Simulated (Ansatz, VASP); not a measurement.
# ZnSe: VASP beside Ansatz

```
CELL_PARAMETERS angstrom
3.32515 0.00000 0.00000
0.00000 3.32515 0.00000
0.00000 0.00000 3.32515
ATOMIC_POSITIONS crystal
Zn 0.00000 0.00000 0.00000
Se 0.50000 0.50000 0.50000
```

Alike in both runs: task single point; functional PBE; k mesh 6 × 6 × 6; occupations fermi-dirac, width 0.02 eV; non-collinear spin, spin-orbit coupling.

|  | VASP | Ansatz |
| --- | --- | --- |
| version | VASP 6.6.1 | Ansatz 0.2.0 |
| potentials or method | VASP PAW PBE potentials, release 64 (Zn, Se) | plane waves, PAW |
| plane-wave cutoff (eV) | 500 | 420 |
| valence electrons in the cell | 18 | 28 |

```csv
,VASP,Ansatz,Ansatz less VASP
net moment per atom (μB),0.00,0.00,0.000
```

VASP's potentials hold 18 valence electrons a cell and Ansatz's 28, so a difference there can come from the potentials and not from the codes. Ansatz's warnings: optics on partly filled bands.
